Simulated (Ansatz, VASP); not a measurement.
**Co2Bi: VASP beside Ansatz**

File INCAR:

```
PREC = Accurate
ENCUT = 600
EDIFF = 1E-7
ISMEAR = 0
SIGMA = 0.1
LREAL = False
LASPH = True
NELM = 200
ALGO = Normal
ISIF = 3
LWAVE = False
LCHARG = False
ISPIN = 2
MAGMOM = 1.72 1.72 1.72 1.72 0 0
LORBIT = 11
LMAXMIX = 4
GGA = PE
IBRION = 2
NSW = 100
EDIFFG = -0.01
GGA_COMPAT = False
NELMIN = 4
KPAR = 4
```

File KPOINTS:

```
Automatic mesh
0
Gamma
  10 10 10
```

Contents of POSCAR:

```
Co2Bi
1.0
    0.0000000000      3.6488415577      3.6488415577
    3.6488415577      0.0000000000      3.6488415577
    3.6488415577      3.6488415577      0.0000000000
Co Bi
4 2
Direct
    0.1250000000      0.1250000000      0.1250000000
    0.6250000000      0.1250000000      0.1250000000
    0.1250000000      0.1250000000      0.6250000000
    0.1250000000      0.6250000000      0.1250000000
    0.5000000000      0.5000000000      0.5000000000
    0.7500000000      0.7500000000      0.7500000000
```

Input for Ansatz:

```yaml
crystal:
  lattice:
    - [0.0, 3.6488415577, 3.6488415577]
    - [3.6488415577, 0.0, 3.6488415577]
    - [3.6488415577, 3.6488415577, 0.0]
  atoms:
    - { symbol: Co, position: [0.125, 0.125, 0.125], spin: 1.72 }
    - { symbol: Co, position: [0.625, 0.125, 0.125], spin: 1.72 }
    - { symbol: Co, position: [0.125, 0.125, 0.625], spin: 1.72 }
    - { symbol: Co, position: [0.125, 0.625, 0.125], spin: 1.72 }
    - { symbol: Bi, position: [0.5, 0.5, 0.5] }
    - { symbol: Bi, position: [0.75, 0.75, 0.75] }
basis:
  ecutwfc: 420
kpoints:
  mp_grid: { grid: [10, 10, 10] }
hamiltonian:
  xc: pbe
scf:
  occupations: { method: gaussian, width: 0.1 }
output:
  forces: true
  stress: true
  eigenvalues: true
  populations: true
magnetization:
  spin_polarized: true
relax:
  adjacent_minimum: "off"
  f_tol: 0.01
  max_steps: 80
  cell: { stress_tol: 0.05 }
```

Alike in both runs: task relaxation of cell and atoms; functional PBE; k mesh 10 × 10 × 10; occupations gaussian, width 0.1 eV; collinear spin.

```csv
,VASP,Ansatz
version,VASP 6.6.1,Ansatz 0.2.0
potentials or method,"VASP PAW PBE potentials, release 64 (Co, Bi_d), cutoff 600 eV","scalar-relativistic, plane waves, PAW"
valence electrons in the cell,66,98
```

Ansatz gave:

```
gap on the k mesh at the Fermi level, each at its own relaxed structure (eV) : none
net moment per atom (μB)                                                     : 1.06
size of the moment on the site where the two differ most (μB)                : 1.65
relaxed volume (Å³/atom)                                                     : 16.16
relaxed cell length with the largest relative difference (Å)                 : 5.157
```

Q: What did VASP give for the same quantities?

A: gap on the k mesh at the Fermi level, each at its own relaxed structure (eV): none; net moment per atom (μB): 1.05; size of the moment on the site where the two differ most (μB): 1.61; relaxed volume (Å³/atom): 16.13; relaxed cell length with the largest relative difference (Å): 5.154.

Site moments also hang on the region over which each program counts them. A gap of «none» marks a metal or a gap that the smearing closes. VASP's potentials hold 66 valence electrons a cell and Ansatz's 98, so a difference there can come from the potentials and not from the codes.

Neither program's run includes spin-orbit coupling.
